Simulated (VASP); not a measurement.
The system is Ge.

```
Ge
1.0
     5.70027    0.00000    0.00000
     0.00000    5.70027    0.00000
     0.00000    0.00000    5.70027
Ge
8
Direct
  0.50000 0.50000 0.50000
  0.00000 0.00000 0.00000
  0.25000 0.00000 0.50000
  0.50000 0.25000 0.00000
  0.50000 0.75000 0.00000
  0.75000 0.00000 0.50000
  0.00000 0.50000 0.75000
  0.00000 0.50000 0.25000
```

- Program: VASP 6.6.1
- Task: relaxation of cell and atoms
- Functional: PBEsol
- Potentials or basis: VASP PAW PBE potentials, release 64 (Ge_d)
- Cutoff: 600 eV
- k mesh: 4 × 4 × 4
- Occupations: gaussian, width 0.1 eV
- Spin: no spin polarisation

At the start: pressure -8.9 GPa; volume 23.15 Å³/atom.

Q: How do energy, volume and symmetry change on relaxing?

A: Over 3 steps the energy falls by 137.3 meV/atom and the volume is 18.94 Å³/atom (-18.2 %); space group Pm-3n (No. 223, to 0.1 Å) before and after.

Step by step:
```
step  energy change (eV)  largest force (eV/Å)  pressure (GPa)  volume (Å³)
   1              0.0000                0.0000           -8.85       185.22
   2             -1.0951                0.0000           -0.64       153.00
   3             -1.0980                0.0000            0.01       151.54
```

Final structure:
```
Ge
1.0
     5.33142    0.00000    0.00000
     0.00000    5.33142    0.00000
     0.00000    0.00000    5.33142
Ge
8
Direct
  0.50000 0.50000 0.50000
  0.00000 0.00000 0.00000
  0.25000 0.00000 0.50000
  0.50000 0.25000 0.00000
  0.50000 0.75000 0.00000
  0.75000 0.00000 0.50000
  0.00000 0.50000 0.75000
  0.00000 0.50000 0.25000
```

Caveat: the volume moved by over 15 % at a fixed basis, so the end points are rough; the PAW data sets were made with another functional, which shifts forces and pressure a little.
